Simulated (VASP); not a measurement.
# Li (Pm-3m) in VASP: further runs

The runs below take Li through single point, with PBE.

All numbers are computed with VASP 6.6.1; they aren't measurements. Logs are shortened: lines on timing, memory, paths and dates and some standing lists are left out, and cuts for length are marked.

### 1 The cell of the first run

The structure is cubic, space group Pm-3m (No. 221). Conventional cell: a = 2.060 Å, b = 2.060 Å, c = 2.060 Å, α = 90.00°, β = 90.00°, γ = 90.00°. Li (site symmetry m-3m) has 6 Li at 2.06 Å within 2.7 Å.

This isn't the form of Li at room conditions, which is bcc.

### 2 Single point, PBE (8.74 Å³/atom)

The input, INCAR:

```
PREC = Accurate
ENCUT = 520
EDIFF = 1E-6
ISMEAR = -1
SIGMA = 0.05
LREAL = F
LASPH = T
NELM = 80
ALGO = Normal
ISIF = 2
LWAVE = F
LCHARG = F
GGA = PE
NBANDS = 8
```

The input, KPOINTS:

```
Automatic mesh
0
Gamma
  14 14 14
```

The input, POSCAR:

```
Li
1.0
    2.0602458888      0.0000000000      0.0000000000
    0.0000000000      2.0602458888      0.0000000000
    0.0000000000      0.0000000000      2.0602458888
Li
1
Direct
    0.0000000000      0.0000000000      0.0000000000
```

Potentials or basis: VASP PAW PBE potentials, release 64 (Li_sv).

On the command line:

```
$ cat potpaw_PBE.64/Li_sv/POTCAR > POTCAR
$ mpirun -np 1 vasp_std > vasp.out
```

OUTCAR:

```text
PREC = Accurate
   ENCUT = 520
   EDIFF = 1E-6
   ISMEAR = -1
   LREAL = F
   LASPH = T
   NELM = 80
   ISIF = 2
   GGA = PE

 ion  position               nearest neighbor table
   1  0.000  0.000  0.000-

  LATTYP: Found a simple cubic cell.
 ALAT       =     2.0602458888

  Lattice vectors:

 A1 = (   2.0602458888,   0.0000000000,   0.0000000000)
 A2 = (   0.0000000000,   2.0602458888,   0.0000000000)
 A3 = (   0.0000000000,   0.0000000000,   2.0602458888)

Analysis of symmetry for initial positions (statically):
=====================================================================
 Subroutine PRICEL returns:
 Original cell was already a primitive cell.

 Routine SETGRP: Setting up the symmetry group for a
 simple cubic supercell.

 Subroutine GETGRP returns: Found 48 space group operations
 (whereof 48 operations were pure point group operations)
 out of a pool of 48 trial point group operations.

The static configuration has the point symmetry O_h .

Analysis of symmetry for dynamics (positions and initial velocities):
=====================================================================
 Subroutine PRICEL returns:
 Original cell was already a primitive cell.

 Routine SETGRP: Setting up the symmetry group for a
 simple cubic supercell.

 Subroutine GETGRP returns: Found 48 space group operations
 (whereof 48 operations were pure point group operations)
 out of a pool of 48 trial point group operations.

The dynamic configuration has the point symmetry O_h .

 Subroutine INISYM returns: Found 48 space group operations
 (whereof 48 operations are pure point group operations),
 and found     1 'primitive' translations

----------------------------------------------------------------------------------------

                                     Primitive cell

  volume of cell :       8.7449

  direct lattice vectors                    reciprocal lattice vectors
     2.060245889  0.000000000  0.000000000     0.485378957  0.000000000  0.000000000
     0.000000000  2.060245889  0.000000000     0.000000000  0.485378957  0.000000000
     0.000000000  0.000000000  2.060245889     0.000000000  0.000000000  0.485378957

  length of vectors
     2.060245889  2.060245889  2.060245889     0.485378957  0.485378957  0.485378957

  position of ions in fractional coordinates (direct lattice)
     0.000000000  0.000000000  0.000000000

  ion indices of the primitive-cell ions
   primitive index   ion index
                 1           1

----------------------------------------------------------------------------------------

 KPOINTS: Automatic mesh

Automatic generation of k-mesh.
 Grid dimensions read from file:
 generate k-points for:   14   14   14

 Generating k-lattice:

  Cartesian coordinates                     Fractional coordinates (reciprocal lattice)
     0.034669925  0.000000000  0.000000000     0.071428571  0.000000000  0.000000000
     0.000000000  0.034669925  0.000000000     0.000000000  0.071428571  0.000000000
     0.000000000  0.000000000  0.034669925     0.000000000  0.000000000  0.071428571

  Length of vectors
     0.034669925  0.034669925  0.034669925

  Shift w.r.t. Gamma in fractional coordinates (k-lattice)
     0.000000000  0.000000000  0.000000000

 Subroutine IBZKPT returns following result:
 ===========================================

 Found    120 irreducible k-points:

 Following reciprocal coordinates:
            Coordinates               Weight
  0.000000  0.000000  0.000000      1.000000
  0.071429  0.000000  0.000000      6.000000
  0.142857  0.000000  0.000000      6.000000
  0.214286  0.000000  0.000000      6.000000
  0.285714  0.000000  0.000000      6.000000
  0.357143  0.000000  0.000000      6.000000
[... 16 lines left out ...]
  0.285714  0.214286  0.000000     24.000000
  0.357143  0.214286  0.000000     24.000000
 [... further k-points ...]
   k-points           NKPTS =    120   k-points in BZ     NKDIM =    120   number of bands    NBANDS=      8
   number of dos      NEDOS =    301   number of ions     NIONS =      1
   total plane-waves  NPLWV =   4096
   dimension x,y,z NGX =    16 NGY =   16 NGZ =   16
   dimension x,y,z NGXF=    32 NGYF=   32 NGZF=   32
   ions per type =               1
   NGX,Y,Z   is equivalent  to a cutoff of  12.91, 12.91, 12.91 a.u.
   NGXF,Y,Z  is equivalent  to a cutoff of  25.82, 25.82, 25.82 a.u.
 SYSTEM =  unknown system
   PREC   = accura    normal or accurate (medium, high low for compatibility)
   ISTART =      0    job   : 0-new  1-cont  2-samecut
   ICHARG =      2    charge: 1-file 2-atom 10-const
   ISPIN  =      1    spin polarized calculation?
   LNONCOLLINEAR =      F non collinear calculations
   LSORBIT =      F    spin-orbit coupling
   LASPH  =      T    aspherical Exc in radial PAW
   ENCUT  =  520.0 eV  38.22 Ry    6.18 a.u.   3.83  3.83  3.83*2*pi/ulx,y,z
   NELM   =     80;   NELMIN=  2; NELMDL= -5     # of ELM steps
   EDIFF  = 0.1E-05   stopping-criterion for ELM
   LREAL  =      F    real-space projection
   EDIFFG = 0.1E-04   stopping-criterion for IOM
   NSW    =      0    number of steps for IOM
   IBRION =     -1    ionic relax: 0-MD 1-quasi-New 2-CG
   NFREE  =      0    steps in history (QN), initial steepest desc. (CG)
   ISIF   =      2    stress and relaxation
   ISYM   =      2    0-nonsym 1-usesym 2-fastsym
   POTIM  = 0.5000    time-step for ionic-motion
   TEBEG  =    0.0;   TEEND  =   0.0 temperature during run
   PSTRESS=    0.0 pullay stress
   NELECT =       3.0000    total number of electrons
   NUPDOWN=      -1.0000    fix difference up-down
   EMIN   =  10.00;   EMAX   =-10.00  energy-range for DOS
   EFERMI =   0.00;   METHOD = LEGACY
   ISMEAR =    -1;   SIGMA  =   0.05  broadening in eV -4-tet -1-fermi 0-gaus
   EFERMI_NEDOS =   21; number of points for ismear=-14 and -15
   IALGO  =     38    algorithm
   IMIX   =      4    mixing-type and parameters
     AMIX     =   0.40;   BMIX     =  1.00
     AMIX_MAG =   1.60;   BMIX_MAG =  1.00
  volume/ion in A,a.u.               =       8.74        59.01
  Fermi-wavevector in a.u.,A,eV,Ry     =   1.146031  2.165684 17.869702  1.313386
  Thomas-Fermi vector in A             =   2.282717
   LORBIT       =      0    0 simple, 1 ext, 2 COOP (PROOUT), +10 PAW based schemes
   GGA     = PE    functional components
   LHFCALC =     F    Hartree Fock is set to
   AEXX    =    0.0000 exact exchange contribution
   IVDW    =     0    specifies the selected vdW correction
   LEPSILON=     F    determine dielectric tensor
   LRPA    =     F    only Hartree local field effects (RPA)
 non-spin polarized calculation
  energy-cutoff  :      520.00
  volume of cell :        8.74
 maximum number of plane-waves:       251
 NGX is ok and might be reduce to    16
   NGX =  7   NGY =  7   NGZ =  7

 number of electron       2.9999998 magnetization

 Free energy of the ion-electron system (eV)
  ---------------------------------------------------
  ext. energy  EPLUGINS =         0.00000000
  ---------------------------------------------------
  free energy    TOTEN  =        -0.96548590 eV

  energy without entropy =       -0.96330044  energy(sigma->0) =       -0.96439317

 E-fermi :   4.0354     XC(G=0):  -9.4481

 val. band max:        3.9524699438   @ k =   0.3571   0.2857   0.0714
 cond. band min:       4.1346719504   @ k =   0.4286   0.2143   0.1429
 fundamental gap:      0.1822020066
 Fermi energy:         4.0354426508

 k-point     1 :       0.0000    0.0000    0.0000
  band No.  band energies     occupation
      1     -42.3436      2.00000
      2       0.0499      2.00000
      3      25.1292      0.00000
      4      25.1292      0.00000
      5      25.1292      0.00000
      6      28.6379      0.00000
      7      28.6379      0.00000
      8      42.3331      0.00000

 k-point     2 :       0.0714    0.0000    0.0000
  band No.  band energies     occupation
      1     -42.3281      2.00000
      2       0.1246      2.00000
      3      22.6582      0.00000
      4      25.2923      0.00000
      5      25.2923      0.00000
      6      28.8162      0.00000
      7      31.4554      0.00000
      8      41.9933      0.00000

 k-point     3 :       0.1429    0.0000    0.0000
  band No.  band energies     occupation
      1     -42.2845      2.00000
      2       0.3441      2.00000
      3      19.3930      0.00000
      4      25.7781      0.00000
      5      25.7781      0.00000
      6      29.3507      0.00000
      7      35.6032      0.00000
      8      41.2503      0.00000

 k-point     4 :       0.2143    0.0000    0.0000
  band No.  band energies     occupation
      1     -42.2211      2.00000
      2       0.6907      2.00000
      3      16.4757      0.00000
      4      26.5730      0.00000
      5      26.5730      0.00000
      6      30.2392      0.00000
      7      38.1460      0.00000
      8      42.0992      0.00000

 k-point     5 :       0.2857    0.0000    0.0000
  band No.  band energies     occupation
      1     -42.1504      2.00000
      2       1.1312      2.00000
      3      14.0297      0.00000
      4      27.6426      0.00000
      5      27.6426      0.00000
      6      31.4751      0.00000
      7      37.4619      0.00000
      8      44.3403      0.00000
[... 177 lines left out ...]
 k-point    22 :       0.2143    0.2143    0.0000
  band No.  band energies     occupation
      1     -42.1066      2.00000
      2       1.5707      2.00000
      3      15.0136      0.00000
      4      21.2303      0.00000
      5      27.9997      0.00000
      6      33.4822      0.00000
      7      38.1404      0.00000
      8      44.4368      0.00000

 k-point    23 :       0.2857    0.2143    0.0000
  band No.  band energies     occupation
      1     -42.0404      2.00000
      2       2.1901      2.00000
      3      13.4034      0.00000
      4      21.2790      0.00000
      5      29.0537      0.00000
      6      31.0254      0.00000
      7      38.8486      0.00000
      8      45.5462      0.00000

 k-point    24 :       0.3571    0.2143    0.0000
  band No.  band energies     occupation
      1     -41.9804      2.00000
      2       2.8747      2.00000
      3      11.7883      0.00000
      4      22.0224      0.00000
      5      28.6748      0.00000
      6      30.2879      0.00000
      7      39.0457      0.00000
      8      42.8320      0.00000

 [... further k-points ...]
[... 5 lines left out ...]
  --------------------------------------------------------------------------------------
  -------------------------------------------------------------------------------------
  Total        2.2774081      2.2774081      2.2774081      0.0000000      0.0000000      0.0000000
  in kB      417.2480136    417.2480136    417.2480136      0.0000000      0.0000000      0.0000000
  external PRESSURE =     417.2480136 kB  Pullay stress =       0.0000000 kB

 VOLUME and BASIS-vectors are now :
 -----------------------------------------------------------------------------
  energy-cutoff  :      520.00
  volume of cell :        8.74
      direct lattice vectors                 reciprocal lattice vectors
     2.060245889  0.000000000  0.000000000     0.485378957  0.000000000  0.000000000
     0.000000000  2.060245889  0.000000000     0.000000000  0.485378957  0.000000000
     0.000000000  0.000000000  2.060245889     0.000000000  0.000000000  0.485378957

 POSITION                                       TOTAL-FORCE (eV/Angst)
 -----------------------------------------------------------------------------------
      0.00000      0.00000      0.00000         0.000000      0.000000      0.000000
 -----------------------------------------------------------------------------------
    total drift:                               -0.000000     -0.000000     -0.000000

  FREE ENERGIE OF THE ION-ELECTRON SYSTEM (eV)
  ---------------------------------------------------
  free  energy   TOTEN  =        -0.9654859043 eV

  energy  without entropy=       -0.9633004408  energy(sigma->0) =       -0.96439317
```

It took 11 s on 1 thread of AMD EPYC 7R13, shared host; peak memory 0.08 GiB.

What came out:

- Free energy: -0.9655 eV
- Band gap on the k mesh: zero (an odd number of electrons rules out a gap without spin polarisation)

Caveat: the cutoff is under 1.25 times the usual one of these potentials, so pressure, stress and relaxed cells hold a basis-set (Pulay) error.

### 3 Single point, PBE (8.74 Å³/atom)

The input, INCAR:

```
SYSTEM = Li
ALGO     = Normal         ! electronic algorithm
EDIFF    = 1E-6           ! SCF threshold, eV
ENCUT    = 520            ! plane-wave cutoff, eV
GGA      = PE             ! functional
ISIF     = 2              ! what is computed and relaxed
ISMEAR   = -1             ! smearing method
LASPH    = .TRUE.         ! aspherical terms in the spheres
LCHARG   = .FALSE.        ! write CHGCAR
LREAL    = .FALSE.        ! projectors in reciprocal space
LWAVE    = .FALSE.        ! write WAVECAR
NBANDS   = 8              ! bands
NELM     = 60             ! most SCF steps
PREC     = Accurate       ! precision mode
SIGMA    = 0.05           ! smearing width, eV
```

The input, KPOINTS:

```
k-points
0
G
  14 14 14
  0 0 0
```

POSCAR is that of step 2.

Potentials or basis: VASP PAW PBE potentials, release 64 (Li_sv).

On the command line:

```
$ cat potpaw_PBE.64/Li_sv/POTCAR > POTCAR
$ mpirun -np 1 vasp_std > vasp.out
```

It took 11 s on 1 thread of AMD EPYC 7R13, shared host; peak memory 0.08 GiB.

Results (log left out):

```yaml
Free_energy: -0.9655 eV
Band_gap_on_the_k_mesh: zero (an odd number of electrons rules out a gap without spin polarisation)
```

Levels at points of the mesh, in eV from the Fermi level:
```
           k point  band 1  band 2  band 3  band 4  band 5  band 6
(0.00, 0.00, 0.00)  -46.38   -3.99   21.09   21.09   21.09   24.60
(0.50, 0.00, 0.00)  -46.06   -1.89    6.42   26.67   26.67   31.47
(0.50, 0.50, 0.00)  -45.80    5.29    5.29    8.85   18.53   31.32
(0.50, 0.50, 0.50)  -45.57   11.87   11.87   11.87   16.87   16.87
```

Caveat: the cutoff is under 1.25 times the usual one of these potentials, so pressure, stress and relaxed cells hold a basis-set (Pulay) error.

### 4 Single point, PBE (10.17 Å³/atom)

This run uses another cell than the first one, of 10.17 Å³/atom.

The input, INCAR:

```
PREC = Accurate ; ENCUT = 520
EDIFF = 1E-7 ; ISMEAR = -1
SIGMA = 0.05 ; LREAL = F
LASPH = T ; NELM = 80
ALGO = Normal ; ISIF = 2
LWAVE = F ; LCHARG = F
GGA = PE ; NBANDS = 8
```

The input, KPOINTS:

```
regular mesh
0
Gamma
  14 14 14
```

The input, POSCAR:

```
Li
1.0
    2.1664711285      0.0000000000      0.0000000000
    0.0000000000      2.1664711285      0.0000000000
    0.0000000000      0.0000000000      2.1664711285
Li
1
Direct
    0.0000000000      0.0000000000      0.0000000000
```

Potentials or basis: VASP PAW PBE potentials, release 64 (Li_sv).

On the command line:

```
$ cat potpaw_PBE.64/Li_sv/POTCAR > POTCAR
$ mpirun -np 1 vasp_std > vasp.out
```

OUTCAR:

```text
PREC = Accurate
   ENCUT = 520
   EDIFF = 1E-7
   ISMEAR = -1
   LREAL = F
   LASPH = T
   NELM = 80
   ISIF = 2
   GGA = PE

 ion  position               nearest neighbor table
   1  0.000  0.000  0.000-

  LATTYP: Found a simple cubic cell.
 ALAT       =     2.1664711285

  Lattice vectors:

 A1 = (   2.1664711285,   0.0000000000,   0.0000000000)
 A2 = (   0.0000000000,   2.1664711285,   0.0000000000)
 A3 = (   0.0000000000,   0.0000000000,   2.1664711285)

Analysis of symmetry for initial positions (statically):
=====================================================================
 Subroutine PRICEL returns:
 Original cell was already a primitive cell.

 Routine SETGRP: Setting up the symmetry group for a
 simple cubic supercell.

 Subroutine GETGRP returns: Found 48 space group operations
 (whereof 48 operations were pure point group operations)
 out of a pool of 48 trial point group operations.

The static configuration has the point symmetry O_h .

Analysis of symmetry for dynamics (positions and initial velocities):
=====================================================================
 Subroutine PRICEL returns:
[... 151 lines left out ...]

  energy without entropy =       -1.26497824  energy(sigma->0) =       -1.26632727

 E-fermi :   3.2105     XC(G=0):  -8.9616

 val. band max:        3.2072753788   @ k =   0.5000   0.2143   0.0714
 cond. band min:       3.2319276195   @ k =   0.2857   0.2857   0.2143
 fundamental gap:      0.0246522406
 Fermi energy:         3.2105455506

 k-point     1 :       0.0000    0.0000    0.0000
  band No.  band energies     occupation
      1     -43.0544      2.00000
      2      -0.8129      2.00000
      3      22.3414      0.00000
      4      22.3414      0.00000
      5      22.3414      0.00000
      6      25.5663      0.00000
      7      25.5663      0.00000
      8      37.5948      0.00000
[... 243 lines left out ...]
 k-point    24 :       0.3571    0.2143    0.0000
  band No.  band energies     occupation
      1     -42.8177      2.00000
      2       2.1045      2.00000
      3      10.1292      0.00000
      4      19.3542      0.00000
      5      25.5638      0.00000
      6      26.9932      0.00000
      7      34.8866      0.00000
      8      38.4235      0.00000

 [... further k-points ...]
[... 5 lines left out ...]
  --------------------------------------------------------------------------------------
  -------------------------------------------------------------------------------------
  Total        1.6960336      1.6960336      1.6960336      0.0000000     -0.0000000     -0.0000000
  in kB      267.2306738    267.2306738    267.2306738      0.0000000     -0.0000000     -0.0000000
  external PRESSURE =     267.2306738 kB  Pullay stress =       0.0000000 kB

 VOLUME and BASIS-vectors are now :
 -----------------------------------------------------------------------------
  energy-cutoff  :      520.00
  volume of cell :       10.17
      direct lattice vectors                 reciprocal lattice vectors
     2.166471129  0.000000000  0.000000000     0.461580118  0.000000000  0.000000000
     0.000000000  2.166471129  0.000000000     0.000000000  0.461580118  0.000000000
     0.000000000  0.000000000  2.166471129     0.000000000  0.000000000  0.461580118

 POSITION                                       TOTAL-FORCE (eV/Angst)
 -----------------------------------------------------------------------------------
      0.00000      0.00000      0.00000         0.000000      0.000000      0.000000
 -----------------------------------------------------------------------------------
    total drift:                                0.000000      0.000000      0.000000

  FREE ENERGIE OF THE ION-ELECTRON SYSTEM (eV)
  ---------------------------------------------------
  free  energy   TOTEN  =        -1.2676762936 eV

  energy  without entropy=       -1.2649782384  energy(sigma->0) =       -1.26632727
```

OSZICAR:

```text
N       E                     dE             d eps       ncg     rms          rms(c)
DAV:   1     0.141319826160E+00    0.14132E+00   -0.81295E+02  2144   0.288E+02
DAV:   2    -0.124821331807E+01   -0.13895E+01   -0.13653E+01  2736   0.299E+01
DAV:   3    -0.125923069809E+01   -0.11017E-01   -0.11002E-01  2224   0.222E+00
DAV:   4    -0.125929489417E+01   -0.64196E-04   -0.64196E-04  2784   0.120E-01
DAV:   5    -0.125929498546E+01   -0.91293E-07   -0.91007E-07  2248   0.264E-03    0.782E-01
DAV:   6    -0.126349583182E+01   -0.42008E-02   -0.31019E-03  2192   0.209E-01    0.520E-01
DAV:   7    -0.126769274601E+01   -0.41969E-02   -0.94258E-03  2040   0.426E-01    0.693E-02
DAV:   8    -0.126767508625E+01    0.17660E-04   -0.76594E-05  2560   0.709E-02    0.597E-03
DAV:   9    -0.126767627465E+01   -0.11884E-05   -0.46215E-06  2136   0.207E-02    0.848E-04
DAV:  10    -0.126767629357E+01   -0.18916E-07   -0.18063E-07  2576   0.300E-03
   1 F= -.12676763E+01 E0= -.12663273E+01  d E =-.269806E-02
```

Run time: 12 s. Hardware: 1 thread of AMD EPYC 7R13, shared host; peak memory 0.08 GiB.

What came out:

```yaml
Free_energy: -1.2677 eV
Band_gap_on_the_k_mesh: zero (an odd number of electrons rules out a gap without spin polarisation)
```

Caveat: the cutoff is under 1.25 times the usual one of these potentials, so pressure, stress and relaxed cells hold a basis-set (Pulay) error.
